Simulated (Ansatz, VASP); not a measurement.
GaN in VASP and in Ansatz

```xyz
2
Lattice="0.0000 2.2742 2.2742 2.2742 0.0000 2.2742 2.2742 2.2742 0.0000" Properties=species:S:1:pos:R:3 pbc="T T T"
Ga    0.0000    0.0000    0.0000
N     1.1371    1.1371    1.1371
```

Alike in both runs: task single point; functional PBE; k mesh 10 × 10 × 10; occupations gaussian, width 0.01 eV; no spin polarisation.

```csv
,VASP,Ansatz
version,VASP 6.6.1,Ansatz 0.2.0
potentials or method,"VASP PAW PBE potentials, release 64 (Ga_d, N), cutoff 600 eV","scalar-relativistic, plane waves, PAW"
valence electrons in the cell,18,18
```

|  | VASP | Ansatz | Ansatz less VASP |
| --- | --- | --- | --- |
| gap on the k mesh at the Fermi level (eV) | 1.55 | 1.54 | -0.006 |
| least direct gap on the mesh (eV) | 1.55 | 1.54 | -0.006 |
| pressure (GPa) | 0.0 | 0.0 | +0.05 |

With one functional, cell and mesh, what is left measures potentials, basis and numerics.
